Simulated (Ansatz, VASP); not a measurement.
# Tc: VASP beside Ansatz

```xyz
1
Lattice="0.0000 1.9102 1.9102 1.9102 0.0000 1.9102 1.9102 1.9102 0.0000" Properties=species:S:1:pos:R:3 pbc="T T T"
Tc    0.0000    0.0000    0.0000
```

Change from the starting cell: volume scaled by 0.94, crystal datasets.

Alike in both runs: task electric field gradients; functional PBEsol; k mesh 18 × 18 × 18; occupations fermi-dirac, width 0.03 eV; no spin polarisation.

```csv
,VASP,Ansatz
version,VASP 6.6.1,Ansatz 0.2.0
potentials or method,"VASP PAW PBE potentials, release 64 (Tc_pv), cutoff 520 eV","all-electron PAW with datasets made for the crystal, scalar-relativistic"
```

Ansatz gave:

- pressure (GPa): 3.2

Problem. Estimate VASP's values.

Solution. Pressure (GPa): 2.5.

VASP's potentials were made for PBE, not for PBEsol. Ansatz ran all-electron here, and VASP with PAW potentials.
